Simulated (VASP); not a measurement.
# GaP: single point with PBEsol+D3(BJ)

**Measured values to compare with.**

From “Stacking defects in GaP nanowires: Electronic structure and optical properties”, 2018, arxiv:1810.01194, for a bulk crystal of GaP at 10 K: band gap 2.34 eV (indirect).

Crystal: GaP.

```
Ga P
1.0
     0.00000    2.69548    2.69548
     2.69548    0.00000    2.69548
     2.69548    2.69548    0.00000
Ga P
1 1
Direct
  0.00000 0.00000 0.00000
  0.75000 0.75000 0.75000
```

```yaml
Program: VASP 6.6.1
Task: single point
Functional: PBEsol
Dispersion: D3(BJ)
Potentials_or_basis: VASP PAW PBE potentials, release 64 (Ga_d, P)
Cutoff: 520 eV
k_mesh: 8 × 8 × 8
Occupations: fermi-dirac, width 0.05 eV
Spin: no spin polarisation
Dipole_correction: no
Further_INCAR_settings: ALGO = Normal; EDIFF = 1e-06; NBANDS = 16
```

- Pressure: -0.1 GPa
- Band gap on the k mesh: 1.45 eV, indirect (least direct gap 2.02 eV)
- Dispersion energy per atom: -0.291 eV

Levels at points of the mesh, in eV from the valence-band top:
| k point | band 5 | band 6 | band 7 | band 8 | band 9 | band 10 | band 11 | band 12 | band 13 | band 14 |
| --- | --- | --- | --- | --- | --- | --- | --- | --- | --- | --- |
| (0.00, 0.00, 0.00) | -14.49 | -12.78 | 0.00 | 0.00 | 0.00 | 2.02 | 3.82 | 3.82 | 3.82 | 8.71 |
| (0.50, 0.00, 0.00) | -14.48 | -10.58 | -6.89 | -1.18 | -1.18 | 1.69 | 4.64 | 4.64 | 8.14 | 10.98 |
| (0.50, 0.50, 0.00) | -14.47 | -9.62 | -6.97 | -2.83 | -2.83 | 1.45 | 1.68 | 10.80 | 10.80 | 11.39 |

Wall time 11 s on 1 thread of Intel(R) Xeon(R) 6975P-C (Granite Rapids) (shared host), peak memory 0.16 GiB.

A measured gap of GaP is 2.34 eV (indirect; 10 K; quoted in “Stacking defects in GaP nanowires: Electronic structure and optical properties”, 2018, arxiv:1810.01194); the calculated 1.45 eV misses it by -0.89 eV. Spin-orbit coupling on Ga is left out. The value is that of PBEsol+D3(BJ) on a finite k mesh, which can miss the band edges, without temperature or zero-point motion. Semilocal functionals fall short of measured gaps as a rule.

Caveat: the PAW data sets were made with another functional, which shifts forces and pressure a little.
